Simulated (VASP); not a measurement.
Input of a VASP 6.6.1 run:

The input POSCAR:

```
Al2Au
1.0
    0.0000000000      3.0000000000      3.0000000000
    3.0000000000      0.0000000000      3.0000000000
    3.0000000000      3.0000000000      0.0000000000
Al Au
2 1
Direct
    0.2500000000      0.2500000000      0.2500000000
    0.7500000000      0.7500000000      0.7500000000
    0.0000000000      0.0000000000      0.0000000000
```

File INCAR.step1:

```
ALGO = Normal
EDIFF = 1E-4
ENCUT = 600
GGA = PE
ISMEAR = 0
LASPH = T
LCHARG = F
LREAL = F
LWAVE = T
NELM = 60
PREC = Accurate
SIGMA = 0.05
```

The input INCAR.step2:

```
ALGO = Normal
EDIFF = 1E-7
EDIFFG = -0.02
ENCUT = 600
IBRION = 2
ISIF = 8
ISMEAR = 0
ISTART = 1
LASPH = T
LCHARG = F
LMIXTAU = T
LREAL = F
LWAVE = F
METAGGA = R2SCAN
NELM = 60
NSW = 80
PREC = Accurate
SIGMA = 0.05
```

Contents of KPOINTS:

```
k-points
0
Gamma
  13 13 13
```

Potentials or basis: VASP PAW PBE potentials, release 64 (Al, Au).

The run is started by

```console
$ cat potpaw_PBE.64/Al/POTCAR potpaw_PBE.64/Au/POTCAR > POTCAR
$ cp INCAR.step1 INCAR
$ mpirun -np 1 vasp_std > vasp.out
$ cp INCAR.step2 INCAR
$ mpirun -np 1 vasp_std > vasp.out
```

Problem. Estimate the space group after relaxing (to 0.1 Å).

Solution. Fm-3m (No. 225).

Problem. Estimate the relaxed volume.

Solution. 18.04 Å³/atom.

Problem. What does it give for the relaxed cell?

Solution. a = 4.246 Å, b = 4.246 Å, c = 4.246 Å, α = 60.00°, β = 60.00°, γ = 60.00°.

Problem. What does it give for the band gap on the k mesh?

Solution. Zero (an odd number of electrons rules out a gap without spin polarisation).

Final structure:
```
Al Au
1.0
     0.00000    3.00209    3.00209
     3.00209    0.00000    3.00209
     3.00209    3.00209    0.00000
Al Au
2 1
Direct
  0.25000 0.25000 0.25000
  0.75000 0.75000 0.75000
  0.00000 0.00000 0.00000
```

Caveat: the PAW data sets were made with another functional, which shifts forces and pressure a little; spin-orbit coupling is left out, which moves the levels of the heavy elements.
